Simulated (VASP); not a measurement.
# Al3GaN4 (P1) in VASP: further runs

Runs on Al3GaN4. Level: r2SCAN. Tasks: single point.

Everything below comes from runs of VASP 6.6.1. Logs are shortened: lines on timing, memory, paths and dates and some standing lists are left out, and cuts for length are marked.

## Step 1: The cell of the first run

The typed cell holds 8 atoms: a = 5.038 Å, b = 3.125 Å, c = 5.410 Å, α = 90.00°, β = 90.03°, γ = 90.00°.

## Step 2: Single point, r2SCAN (all Ga atoms moved -0.150 Å, as atom 4 along Cartesian [1 -1 0])

POSCAR reads:

```
Al3GaN4
1.0
    5.0380821985      0.0000000000      0.0000609633
    0.0000000000      3.1249488273      0.0000000000
   -0.0032907418      0.0000000000      5.4103929818
Al Ga N
3 1 4
Direct
    0.5002216625      0.5000000000      0.1672550745
    0.0006683705      0.5000000000      0.8349019374
    0.0010043255      0.0000000000      0.3316444641
    0.4784418320      0.0339416813      0.6662047012
    0.1107069781      0.0000000000      0.6663170124
    0.1226755900      0.5000000000      0.1671322918
    0.6254135993      0.5000000000      0.8406810063
    0.6234137866      0.0000000000      0.3258647496
```

INCAR.step1 reads:

```
ALGO = Normal
EDIFF = 1E-4
ENCUT = 520
GGA = PE
ISMEAR = 0
LASPH = True
LCHARG = False
LREAL = False
LWAVE = True
NBANDS = 31
NELM = 60
PREC = Accurate
SIGMA = 0.05
```

INCAR.step2 reads:

```
ALGO = Normal
EDIFF = 1E-6
ENCUT = 520
ISIF = 2
ISMEAR = 0
ISTART = 1
LASPH = True
LCHARG = True
LELF = True
LMIXTAU = True
LREAL = False
LVHAR = True
LWAVE = False
METAGGA = R2SCAN
NBANDS = 31
NELM = 60
PREC = Accurate
SIGMA = 0.05
```

KPOINTS reads:

```
k-points
0
Gamma
  6 8 4
```

Potentials or basis: VASP PAW PBE potentials, release 64 (Al, Ga_d, N).

Started as:

```bash
cat potpaw_PBE.64/Al/POTCAR potpaw_PBE.64/Ga_d/POTCAR potpaw_PBE.64/N/POTCAR > POTCAR
cp INCAR.step1 INCAR
mpirun -np 1 vasp_std > vasp.out
cp INCAR.step2 INCAR
mpirun -np 1 vasp_std > vasp.out
```

OUTCAR:

```text
EDIFF = 1E-6
   ENCUT = 520
   ISIF = 2
   ISMEAR = 0
   ISTART = 1
   LASPH = True
   LREAL = False
   METAGGA = R2SCAN
   NELM = 60
   PREC = Accurate

 ion  position               nearest neighbor table
   1  0.500  0.500  0.167-   7 1.88   8 1.89   8 1.89   6 1.90   4 3.07   4 3.08   3 3.09   3 3.09
                             2 3.09   3 3.10   3 3.10   2 3.10
   2  0.001  0.500  0.835-   7 1.89   5 1.89   5 1.89   6 1.90   4 2.96   4 3.07   1 3.09   1 3.10
                             3 3.11   3 3.11   3 3.14   3 3.14   4 3.14
   3  0.001  0.000  0.332-   5 1.89   6 1.90   6 1.90   8 1.90   4 3.01   1 3.09   1 3.09   1 3.10
                             1 3.10   2 3.11   2 3.11   2 3.14   2 3.14
   4  0.478  0.034  0.666-   5 1.86   7 1.89   8 1.98   7 2.05   2 2.96   3 3.01   2 3.07   1 3.07
                             1 3.08   2 3.14
   5  0.111  0.000  0.666-   4 1.86   2 1.89   2 1.89   3 1.89
   6  0.123  0.500  0.167-   2 1.90   3 1.90   3 1.90   1 1.90
   7  0.625  0.500  0.841-   1 1.88   4 1.89   2 1.89   4 2.05
   8  0.623  0.000  0.326-   1 1.89   1 1.89   3 1.90   4 1.98

  LATTYP: Found a simple monoclinic cell.
 ALAT       =     5.0380821989
 B/A-ratio  =     0.6202655503
 C/A-ratio  =     1.0738995056
 COS(beta)  =    -0.0005961254

  Lattice vectors:

 A1 = (   5.0380821985,   0.0000000000,   0.0000609633)
 A2 = (   0.0000000000,   3.1249488273,   0.0000000000)
 A3 = (  -0.0032907418,   0.0000000000,   5.4103929818)

Analysis of symmetry for initial positions (statically):
=====================================================================
 Subroutine PRICEL returns:
 Original cell was already a primitive cell.

 Routine SETGRP: Setting up the symmetry group for a
 simple monoclinic supercell.

 Subroutine GETGRP returns: Found  1 space group operations
 (whereof  1 operations were pure point group operations)
 out of a pool of  4 trial point group operations.

The static configuration has the point symmetry C_1 .

Analysis of symmetry for dynamics (positions and initial velocities):
=====================================================================
 Subroutine PRICEL returns:
 Original cell was already a primitive cell.

 Routine SETGRP: Setting up the symmetry group for a
 simple monoclinic supercell.

 Subroutine GETGRP returns: Found  1 space group operations
 (whereof  1 operations were pure point group operations)
 out of a pool of  4 trial point group operations.

The dynamic configuration has the point symmetry C_1 .

 Subroutine INISYM returns: Found  1 space group operations
 (whereof  1 operations are pure point group operations),
 and found     1 'primitive' translations

----------------------------------------------------------------------------------------

                                     Primitive cell

  volume of cell :      85.1799

  direct lattice vectors                    reciprocal lattice vectors
     5.038082198  0.000000000  0.000060963     0.198488225  0.000000000  0.000120726
     0.000000000  3.124948827  0.000000000     0.000000000  0.320005240  0.000000000
    -0.003290742  0.000000000  5.410392982    -0.000002237  0.000000000  0.184829456

  length of vectors
     5.038082199  3.124948827  5.410393983     0.198488262  0.320005240  0.184829456

  position of ions in fractional coordinates (direct lattice)
     0.500221663  0.500000000  0.167255074
     0.000668371  0.500000000  0.834901937
     0.001004325  0.000000000  0.331644464
     0.478441832  0.033941681  0.666204701
     0.110706978  0.000000000  0.666317012
     0.122675590  0.500000000  0.167132292
     0.625413599  0.500000000  0.840681006
     0.623413787  0.000000000  0.325864750

  ion indices of the primitive-cell ions
   primitive index   ion index
                 1           1
                 2           2
                 3           3
                 4           4
                 5           5
                 6           6
                 7           7
                 8           8

----------------------------------------------------------------------------------------

 KPOINTS: k-points

Automatic generation of k-mesh.
 Grid dimensions read from file:
 generate k-points for:    6    8    4

 Generating k-lattice:

  Cartesian coordinates                     Fractional coordinates (reciprocal lattice)
     0.033081371  0.000000000  0.000020121     0.166666667  0.000000000  0.000000000
     0.000000000  0.040000655  0.000000000     0.000000000  0.125000000  0.000000000
    -0.000000559  0.000000000  0.046207364     0.000000000  0.000000000  0.250000000

  Length of vectors
     0.033081377  0.040000655  0.046207364

  Shift w.r.t. Gamma in fractional coordinates (k-lattice)
     0.000000000  0.000000000  0.000000000

 Subroutine IBZKPT returns following result:
 ===========================================

 Found    100 irreducible k-points:

 Following reciprocal coordinates:
            Coordinates               Weight
  0.000000  0.000000  0.000000      1.000000
  0.166667  0.000000 -0.000000      2.000000
  0.333333  0.000000  0.000000      2.000000
  0.500000  0.000000 -0.000000      1.000000
  0.000000  0.125000  0.000000      2.000000
  0.166667  0.125000 -0.000000      2.000000
[... 16 lines left out ...]
  0.000000  0.500000  0.000000      1.000000
  0.166667  0.500000 -0.000000      2.000000
 [... further k-points ...]
   k-points           NKPTS =    100   k-points in BZ     NKDIM =    100   number of bands    NBANDS=     31
   number of dos      NEDOS =    301   number of ions     NIONS =      8
   total plane-waves  NPLWV =  38400
   dimension x,y,z NGX =    40 NGY =   24 NGZ =   40
   dimension x,y,z NGXF=    80 NGYF=   48 NGZF=   80
   ions per type =               3   1   4
   NGX,Y,Z   is equivalent  to a cutoff of  13.20, 12.77, 12.29 a.u.
   NGXF,Y,Z  is equivalent  to a cutoff of  26.40, 25.54, 24.58 a.u.
 SYSTEM =  unknown system
   PREC   = accura    normal or accurate (medium, high low for compatibility)
   ISTART =      1    job   : 0-new  1-cont  2-samecut
   ICHARG =      0    charge: 1-file 2-atom 10-const
   ISPIN  =      1    spin polarized calculation?
   LNONCOLLINEAR =      F non collinear calculations
   LSORBIT =      F    spin-orbit coupling
   LASPH  =      T    aspherical Exc in radial PAW
   ENCUT  =  520.0 eV  38.22 Ry    6.18 a.u.   9.37  5.81 10.06*2*pi/ulx,y,z
   NELM   =     60;   NELMIN=  2; NELMDL=  0     # of ELM steps
   EDIFF  = 0.1E-05   stopping-criterion for ELM
   LREAL  =      F    real-space projection
   EDIFFG = 0.1E-04   stopping-criterion for IOM
   NSW    =      0    number of steps for IOM
   IBRION =     -1    ionic relax: 0-MD 1-quasi-New 2-CG
   NFREE  =      0    steps in history (QN), initial steepest desc. (CG)
   ISIF   =      2    stress and relaxation
   ISYM   =      2    0-nonsym 1-usesym 2-fastsym
   POTIM  = 0.5000    time-step for ionic-motion
   TEBEG  =    0.0;   TEEND  =   0.0 temperature during run
   PSTRESS=    0.0 pullay stress
   NELECT =      42.0000    total number of electrons
   NUPDOWN=      -1.0000    fix difference up-down
   EMIN   =  10.00;   EMAX   =-10.00  energy-range for DOS
   EFERMI =   0.00;   METHOD = LEGACY
   ISMEAR =     0;   SIGMA  =   0.05  broadening in eV -4-tet -1-fermi 0-gaus
   EFERMI_NEDOS =   21; number of points for ismear=-14 and -15
   IALGO  =     38    algorithm
   IMIX   =      4    mixing-type and parameters
     AMIX     =   0.40;   BMIX     =  1.00
     AMIX_MAG =   1.60;   BMIX_MAG =  1.00
  volume/ion in A,a.u.               =      10.65        71.85
  Fermi-wavevector in a.u.,A,eV,Ry     =   1.293339  2.444056 22.758805  1.672725
  Thomas-Fermi vector in A             =   2.424990
   LORBIT       =      0    0 simple, 1 ext, 2 COOP (PROOUT), +10 PAW based schemes
   METAGGA = R2SCAN    functional components
   LHFCALC =     F    Hartree Fock is set to
   AEXX    =    0.0000 exact exchange contribution
   IVDW    =     0    specifies the selected vdW correction
   LEPSILON=     F    determine dielectric tensor
   LRPA    =     F    only Hartree local field effects (RPA)
 non-spin polarized calculation
 Gauss-broadening in eV      SIGMA  =   0.05
  energy-cutoff  :      520.00
  volume of cell :       85.18
 maximum number of plane-waves:      2328
 NGX is ok and might be reduce to    40
   NGX = 19   NGY = 11   NGZ = 21

 number of electron      42.0000000 magnetization

 Free energy of the ion-electron system (eV)
  ---------------------------------------------------
  ext. energy  EPLUGINS =         0.00000000
  ---------------------------------------------------
  free energy    TOTEN  =       -79.37475555 eV

  energy without entropy =      -79.37475555  energy(sigma->0) =      -79.37475555

 E-fermi :   6.1564     XC(G=0): -11.7485

 val. band max:        5.9071298984   @ k =   0.0000   0.0000   0.0000
 cond. band min:       9.8415266246   @ k =   0.0000   0.0000   0.0000
 fundamental gap:      3.9343967262
 Fermi energy:         6.1564342977

 k-point     1 :       0.0000    0.0000    0.0000
  band No.  band energies     occupation
      1     -10.5603      2.00000
      2      -9.1826      2.00000
      3      -8.8356      2.00000
      4      -8.1974      2.00000
      5      -7.4705      2.00000
      6      -7.4052      2.00000
[... 23 lines left out ...]
     30      17.5824      0.00000
     31      17.6852      0.00000

 k-point     2 :       0.1667    0.0000   -0.0000
  band No.  band energies     occupation
      1     -10.4641      2.00000
      2      -9.2057      2.00000
      3      -8.8335      2.00000
      4      -8.2854      2.00000
      5      -7.4714      2.00000
      6      -7.4081      2.00000
[... 23 lines left out ...]
     30      17.5309      0.00000
     31      17.7098      0.00000

 k-point     3 :       0.3333    0.0000    0.0000
  band No.  band energies     occupation
      1     -10.2013      2.00000
      2      -9.3595      2.00000
      3      -8.7924      2.00000
      4      -8.4693      2.00000
      5      -7.4727      2.00000
      6      -7.4143      2.00000
[... 703 lines left out ...]
     30      17.1446      0.00000
     31      17.5637      0.00000

 k-point    24 :       0.1667    0.5000   -0.0000
  band No.  band energies     occupation
      1      -9.2505      2.00000
      2      -9.0168      2.00000
      3      -8.4917      2.00000
      4      -8.1761      2.00000
      5      -7.4312      2.00000
      6      -7.3626      2.00000
[... 23 lines left out ...]
     30      17.2123      0.00000
     31      17.6332      0.00000

 [... further k-points ...]

------------------------ aborting loop because EDIFF is reached ----------------------------------------

  FORCE on cell =-STRESS in cart. coord.  units (eV):
  Direction    XX          YY          ZZ          XY          YZ          ZX
  --------------------------------------------------------------------------------------
  -------------------------------------------------------------------------------------
  Total        1.7312764     -0.2921236     -0.3840992      0.6859837      0.7070041      0.0925782
  in kB       32.5641712     -5.4946522     -7.2246531     12.9029028     13.2982826      1.7413341
  external PRESSURE =       6.6149553 kB  Pullay stress =       0.0000000 kB

 VOLUME and BASIS-vectors are now :
 -----------------------------------------------------------------------------
  energy-cutoff  :      520.00
  volume of cell :       85.18
      direct lattice vectors                 reciprocal lattice vectors
     5.038082198  0.000000000  0.000060963     0.198488225  0.000000000  0.000120726
     0.000000000  3.124948827  0.000000000     0.000000000  0.320005240  0.000000000
    -0.003290742  0.000000000  5.410392982    -0.000002237  0.000000000  0.184829456

 POSITION                                       TOTAL-FORCE (eV/Angst)
 -----------------------------------------------------------------------------------
      2.51961      1.56247      0.90495         0.237988      0.071597     -0.060310
      0.00062      1.56247      4.51715        -0.613091      0.072420      0.118347
      0.00397      0.00000      1.79433        -0.371398     -0.012879     -0.110441
      2.40824      0.10607      3.60446         2.213477     -1.254875     -0.112046
      0.55556      0.00000      3.60504        -1.052935      0.063672     -0.019583
      0.61750      1.56247      0.90426         0.003171     -0.000439      0.014518
      3.14812      1.56247      4.54845        -0.219780      0.955782     -0.032038
      3.13974      0.00000      1.76309        -0.197432      0.104720      0.201554
 -----------------------------------------------------------------------------------
    total drift:                                0.032640      0.004275     -0.000707

  FREE ENERGIE OF THE ION-ELECTRON SYSTEM (eV)
  ---------------------------------------------------
  free  energy   TOTEN  =       -79.3747555462 eV

  energy  without entropy=      -79.3747555462  energy(sigma->0) =      -79.37475555
```

Wall time 18 min (1 thread of Intel Xeon 8259CL, shared host); peak memory 0.36 GiB.

Results:

```
Free energy            : -79.3748 eV
Pressure               : 0.7 GPa
Largest force          : 2.547 eV/Å
Band gap on the k mesh : 3.93 eV
```

Forces on the atoms (eV/Å):
```
Al   0.238  0.072 -0.060
Al  -0.613  0.072  0.118
Al  -0.371 -0.013 -0.110
Ga   2.213 -1.255 -0.112
N   -1.053  0.064 -0.020
N    0.003  0.000  0.015
N   -0.220  0.956 -0.032
N   -0.197  0.105  0.202
```

Caveat: the cell differs from its parent crystal (all Ga atoms moved -0.150 Å, as atom 4 along Cartesian [1 -1 0]); the PAW data sets were made with another functional, which shifts forces and pressure a little.

## Step 3: Single point, r2SCAN (all Ga atoms moved +0.075 Å, as atom 4 along Cartesian [1 -1 0])

Changes to POSCAR since step 2:

```diff
@@ -11,3 +11,3 @@
     0.0010043255      0.0000000000      0.3316444641
-    0.4784418320      0.0339416813      0.6662047012
+    0.5100211152     -0.0169708407      0.6662043454
     0.1107069781      0.0000000000      0.6663170124
```

INCAR.step1 reads:

```
PREC = Accurate
ENCUT = 520
ISMEAR = 0
SIGMA = 0.05
LREAL = False
LASPH = True
NELM = 60
NBANDS = 31
GGA = PE
ALGO = Normal
EDIFF = 1E-4
LWAVE = True
LCHARG = False
```

INCAR.step2 reads:

```
PREC = Accurate
ENCUT = 520
EDIFF = 1E-6
ISMEAR = 0
SIGMA = 0.05
LREAL = False
LASPH = True
NELM = 60
ALGO = Normal
ISIF = 2
LWAVE = False
LCHARG = False
METAGGA = R2SCAN
LMIXTAU = True
NBANDS = 31
ISTART = 1
```

KPOINTS reads:

```
Automatic mesh
0
Gamma
  6 8 4
```

Potentials or basis: VASP PAW PBE potentials, release 64 (Al, Ga_d, N).

Started as:

```bash
cat potpaw_PBE.64/Al/POTCAR potpaw_PBE.64/Ga_d/POTCAR potpaw_PBE.64/N/POTCAR > POTCAR
cp INCAR.step1 INCAR
mpirun -np 1 vasp_std > vasp.out
cp INCAR.step2 INCAR
mpirun -np 1 vasp_std > vasp.out
```

It took 20 min on 1 thread of Intel Xeon 8259CL, shared host; peak memory 0.36 GiB.

The run converged. Its results:

| Quantity | Value |
| --- | --- |
| Free energy | -79.5119 eV |
| Pressure | 0.2 GPa |
| Largest force | 1.301 eV/Å |
| Band gap on the k mesh | 4.13 eV |

Forces in eV/Å, atoms in the order of the input:
```
Al  -0.095 -0.036  0.022
Al   0.287 -0.038 -0.035
Al   0.182  0.008  0.038
Ga  -0.944  0.885 -0.127
N    0.175 -0.065  0.007
N    0.000  0.000 -0.010
N    0.278 -0.714  0.310
N    0.118 -0.041 -0.205
```

Stress tensor (GPa, compression positive):
```
-0.87 -0.65  0.13
-0.65  0.82 -1.12
 0.13 -1.12  0.73
```

Levels at points of the mesh, in eV from the valence-band top:
```tsv
k point	band 17	band 18	band 19	band 20	band 21	band 22	band 23	band 24	band 25	band 26
(0.00, 0.00, 0.00)	-0.89	-0.80	-0.17	-0.06	0.00	4.13	6.23	6.58	6.82	8.48
(0.50, 0.00, 0.00)	-1.26	-0.63	-0.62	-0.48	-0.33	5.54	5.90	6.32	6.92	9.33
(0.00, 0.50, 0.00)	-2.96	-1.99	-1.87	-1.57	-1.49	6.37	6.42	8.36	8.46	8.79
(0.50, 0.50, 0.00)	-2.95	-1.26	-1.22	-1.20	-0.76	6.77	7.23	7.24	7.32	9.08
(0.00, 0.00, 0.50)	-1.60	-0.62	-0.61	-0.37	-0.25	6.13	6.54	7.76	8.26	8.59
(0.50, 0.00, 0.50)	-1.41	-1.30	-1.18	-1.06	-0.86	6.59	6.85	7.05	7.23	8.89
(0.00, 0.50, 0.50)	-2.27	-1.90	-1.84	-0.86	-0.70	5.89	6.34	6.52	6.58	7.81
(0.50, 0.50, 0.50)	-1.63	-1.54	-1.50	-1.49	-1.06	5.40	5.82	5.84	5.90	8.54
```

Caveat: the cell differs from its parent crystal (all Ga atoms moved +0.075 Å, as atom 4 along Cartesian [1 -1 0]); the PAW data sets were made with another functional, which shifts forces and pressure a little. A k mesh can miss the band edges.
